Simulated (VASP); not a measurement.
Here is a VASP 6.6.1 calculation.

The input INCAR:

```
SYSTEM = P
PREC = Accurate
ENCUT = 520
EDIFF = 1E-6
ISMEAR = -1
SIGMA = 0.08
LREAL = .False.
LASPH = .True.
NELM = 80
ALGO = Normal
ISIF = 2
LWAVE = .False.
LCHARG = .False.
GGA = PE
NBANDS = 8
```

File KPOINTS:

```
regular mesh
0
Gamma
  19 19 19
  0 0 0
```

The input POSCAR:

```
P
1.0
    0.0000000000      1.7085403326      1.7085403326
    1.7085403326      0.0000000000      1.7085403326
    1.7085403326      1.7085403326      0.0000000000
P
1
Direct
    0.0000000000      0.0000000000      0.0000000000
```

Potentials or basis: VASP PAW PBE potentials, release 64 (P).

Run with:

```sh
$ cat potpaw_PBE.64/P/POTCAR > POTCAR
$ mpirun -np 1 vasp_std > vasp.out
```

Question: What does it give for the pressure?

Answer: 71.0 GPa.
